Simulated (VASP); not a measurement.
## BP: single point with PBE

Crystal: BP.

```
B P
1.0
     0.00000    2.08748    2.08748
     2.08748    0.00000    2.08748
     2.08748    2.08748    0.00000
B P
1 1
Direct
  0.00000 0.00000 0.00000
  0.75000 0.75000 0.75000
```

This cell differs from its parent crystal: strain -0.080 along x and y, -0.080 along z.

```
Program                : VASP 6.6.1
Task                   : single point
Functional             : PBE
Potentials or basis    : VASP PAW PBE potentials, release 64 (B, P)
Cutoff                 : 520 eV
k mesh                 : 10 × 10 × 10
Occupations            : gaussian, width 0.05 eV
Spin                   : no spin polarisation
Dipole correction      : no
Further INCAR settings : ALGO = Normal; EDIFF = 1e-07; NBANDS = 11
```

```yaml
Pressure: 66.5 GPa
Band_gap_on_the_k_mesh: 0.78 eV, indirect (least direct gap 3.94 eV)
```

Levels at points of the mesh, in eV from the valence-band top:
| k point | band 1 | band 2 | band 3 | band 4 | band 5 | band 6 | band 7 | band 8 |
| --- | --- | --- | --- | --- | --- | --- | --- | --- |
| (0.00, 0.00, 0.00) | -17.85 | 0.00 | 0.00 | 0.00 | 3.94 | 3.94 | 3.94 | 11.36 |
| (0.50, 0.00, 0.00) | -13.47 | -10.96 | -2.02 | -2.02 | 4.89 | 4.89 | 5.41 | 11.01 |
| (0.50, 0.50, 0.00) | -11.60 | -9.93 | -5.03 | -5.03 | 0.78 | 1.48 | 14.59 | 14.59 |

Wall time 17 s on 1 thread of Intel(R) Xeon(R) Platinum 8259CL CPU @ 2.50GHz (Skylake/Cascade Lake), with other jobs on the host, peak memory 0.13 GiB.

Caveat: the cell differs from its parent crystal (strain -0.080 along x and y, -0.080 along z). A k mesh can miss the band edges.
